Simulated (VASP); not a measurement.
BaTiO3:

```
CELL_PARAMETERS angstrom
3.94574 0.00000 0.00000
0.00000 3.94574 0.00000
0.00000 0.00000 3.96370
ATOMIC_POSITIONS crystal
Ba 0.00000 0.00000 0.00000
Ti 0.50000 0.50000 0.49000
O 0.00000 0.50000 0.51700
O 0.50000 0.00000 0.51700
O 0.50000 0.50000 0.01900
```

Base run:

```yaml
Program: VASP 6.6.1
Functional: PBE
Potentials_or_basis: VASP PAW PBE potentials, release 64 (Ba_sv, Ti_sv, O)
Cutoff: 520 eV
k_mesh: 7 × 7 × 7
Occupations: fermi-dirac, width 0.05 eV
Spin: no spin polarisation
```

Its results: band gap on the k mesh 1.95 eV, indirect (least direct gap 2.11 eV); pressure 12.2 GPa; largest force 0.118 eV/Å.

The run is repeated on the same cell with these changes: further incar settings from ALGO = Normal; EDIFF = 1e-06; NBANDS = 28 to ALGO = Normal; EDIFF = 1e-07; NBANDS = 28; dispersion from none to D3(BJ). What comes out?

Band gap on the k mesh 1.95 eV, indirect (least direct gap 2.11 eV); pressure 8.5 GPa; largest force 0.118 eV/Å.

Caveats: spin-orbit coupling is left out, which moves the levels of the heavy elements.

A k mesh can miss the band edges.
